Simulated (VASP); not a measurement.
**Pd3Cl: single point with PBE**

The system is Pd3Cl, a slab with vacuum.

```
Pd Cl
1.0
     2.78759    0.00000    0.00000
    -1.39380    2.41413    0.00000
     0.00000    0.00000   20.05212
Pd Cl
3 1
Direct
  0.66667 0.33333 0.19948
  0.33333 0.66667 0.31299
  0.00000 0.00000 0.42649
  0.00000 0.50000 0.53360
```

```
Program             : VASP 6.6.1
Task                : single point
Functional          : PBE
Potentials or basis : VASP PAW PBE potentials, release 64 (Pd, Cl)
Cutoff              : 520 eV
k mesh              : 12 × 12 × 1
Occupations         : gaussian, width 0.1 eV
Spin                : no spin polarisation
```

- Largest force: 0.201 eV/Å

Forces in eV/Å, atoms in the order of the input:
```
Pd  -0.009 -0.005  0.019
Pd  -0.128 -0.074  0.056
Pd   0.164  0.095 -0.066
Cl  -0.027 -0.016 -0.009
```

Levels at points of the mesh, in eV from the Fermi level:
| k point | band 16 | band 17 | band 18 | band 19 | band 20 | band 21 | band 22 | band 23 |
| --- | --- | --- | --- | --- | --- | --- | --- | --- |
| (0.00, 0.00, 0.00) | -0.90 | -0.78 | -0.21 | -0.16 | 0.88 | 0.89 | 1.07 | 4.51 |
| (0.50, 0.00, 0.00) | 0.02 | 0.11 | 0.14 | 0.32 | 2.13 | 3.42 | 3.74 | 7.15 |
| (0.00, 0.50, 0.00) | -0.09 | 0.01 | 0.13 | 0.32 | 2.50 | 3.69 | 4.31 | 6.37 |

It took 3.2 min on 1 thread of Intel(R) Xeon(R) 6975P-C (Granite Rapids) (shared host), peak memory 0.35 GiB.

Caveat: an odd number of electrons without spin polarisation forces a metal; a magnetic or distorted state may lie lower.
